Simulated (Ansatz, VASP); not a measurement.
**One calculation of SnO2, two programs**

Contents of INCAR:

```
SYSTEM = SnO2
PREC = Accurate
ENCUT = 520
EDIFF = 1E-7
ISMEAR = 0
SIGMA = 0.05
LREAL = .False.
LASPH = .True.
NELM = 80
ALGO = Normal
ISIF = 2
LWAVE = .False.
LCHARG = .False.
GGA = PE
IVDW = 12
NBANDS = 49
```

Contents of KPOINTS:

```
Automatic mesh
0
Gamma
  9 9 2
  0 0 0
```

POSCAR

```
SnO2
1.0
   -3.2372529198      0.0000000000      0.0000000000
   -1.6186264599     -2.8035432670      0.0000000000
   -4.3702914417     -2.5231889404     12.8754773976
Sn O
3 6
Direct
    0.2166816667      0.2166816667      0.4999833333
    0.8500150000     -0.1499850000      0.1666500000
   -0.4166516667     -0.4166516667      0.8333166667
    0.4474416500      0.4474416500      0.2435833518
    0.1807749833     -0.8192250166      0.9102500185
   -0.1858916833     -0.1858916833      0.5769166852
   -0.0140783167     -0.0140783167      0.7563833148
    0.6192550166     -0.3807449833      0.4230499815
    0.2525883500      0.2525883500      0.0897166482
```

Input for Ansatz:

```yaml
crystal:
  lattice:
    - [-3.2372529198, 0.0, 0.0]
    - [-1.6186264599, -2.803543267, 0.0]
    - [-4.3702914417, -2.5231889404, 12.8754773976]
  atoms:
    - { symbol: Sn, position: [0.2166816667, 0.2166816667, 0.4999833333] }
    - { symbol: Sn, position: [0.850015, -0.149985, 0.16665] }
    - { symbol: Sn, position: [-0.4166516667, -0.4166516667, 0.8333166667] }
    - { symbol: O, position: [0.44744165, 0.44744165, 0.2435833518] }
    - { symbol: O, position: [0.1807749833, -0.8192250166, 0.9102500185] }
    - { symbol: O, position: [-0.1858916833, -0.1858916833, 0.5769166852] }
    - { symbol: O, position: [-0.0140783167, -0.0140783167, 0.7563833148] }
    - { symbol: O, position: [0.6192550166, -0.3807449833, 0.4230499815] }
    - { symbol: O, position: [0.25258835, 0.25258835, 0.0897166482] }
basis:
  ecutwfc: 520.0
kpoints:
  mp_grid: { grid: [9, 9, 2] }
hamiltonian:
  xc: pbe
  pseudopotentials: { kind: paw, azcp: { folder: soft_1 } }
  dispersion: d3bj
scf:
  occupations: { method: gaussian, width: 0.05 }
output:
  forces: true
  stress: true
  eigenvalues: true
```

Alike in both runs: task single point; functional PBE; dispersion D3(BJ); k mesh 9 × 9 × 2; occupations gaussian, width 0.05 eV; no spin polarisation.

```csv
,VASP,Ansatz
version,VASP 6.6.1,Ansatz 0.2.0
potentials or method,"VASP PAW PBE potentials, release 64 (Sn_d, O), cutoff 520 eV","scalar-relativistic, plane waves, PAW"
valence electrons in the cell,78,78
```

Ansatz gave:

- gap on the k mesh at the Fermi level (eV): 1.53
- least direct gap on the mesh (eV): 1.53
- pressure (GPa): 0.2
- traceless stress, the component that is largest in VASP (GPa): -0.91
- rms of the force components (eV/Å): 0.079

Task: Estimate VASP's values.

Result: gap on the k mesh at the Fermi level (eV): 1.50; least direct gap on the mesh (eV): 1.51; pressure (GPa): 0.9; traceless stress, the component that is largest in VASP (GPa): -0.92; rms of the force components (eV/Å): 0.077.

Atom by atom the forces differ by 0.027 eV/Å (rms over components).
